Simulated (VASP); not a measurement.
Input of a VASP 6.6.1 run:

Contents of INCAR:

```
PREC     = Accurate       # precision mode
ENCUT    = 520            # plane-wave cutoff, eV
EDIFF    = 1E-7           # SCF threshold, eV
ISMEAR   = -1             # smearing method
SIGMA    = 0.05           # smearing width, eV
LREAL    = False          # projectors in reciprocal space
LASPH    = True           # aspherical terms in the spheres
NELM     = 150            # most SCF steps
ALGO     = Normal         # electronic algorithm
ISIF     = 2              # what is computed and relaxed
LWAVE    = False          # write WAVECAR
LCHARG   = False          # write CHGCAR
MAGMOM   = 0 0 0          # initial moments
LORBIT   = 11             # projections on sites
LSORBIT  = True           # spin-orbit coupling
GGA_COMPAT= False        
LORBMOM  = True         
GGA      = PS             # functional
NBANDS   = 20             # bands
```

File KPOINTS:

```
Automatic mesh
0
Gamma
  6 6 6
```

POSCAR

```
Cs
1.0
   -3.1284650614      3.1284650614      3.1284650614
    3.1284650614     -3.1284650614      3.1284650614
    3.1284650614      3.1284650614     -3.1284650614
Cs
1
Direct
    0.0000000000      0.0000000000      0.0000000000
```

Potentials or basis: VASP PAW PBE potentials, release 64 (Cs_sv).

Run with:

```console
$ cat potpaw_PBE.64/Cs_sv/POTCAR > POTCAR
$ mpirun -np 1 vasp_ncl > vasp.out
```

(1) What does it give for the net moment?

(2) Predict the pressure.

Results:

(1) 0.00 μB per cell.

(2) -0.2 GPa.

Caveat: the PAW data sets were made with another functional, which shifts forces and pressure a little.
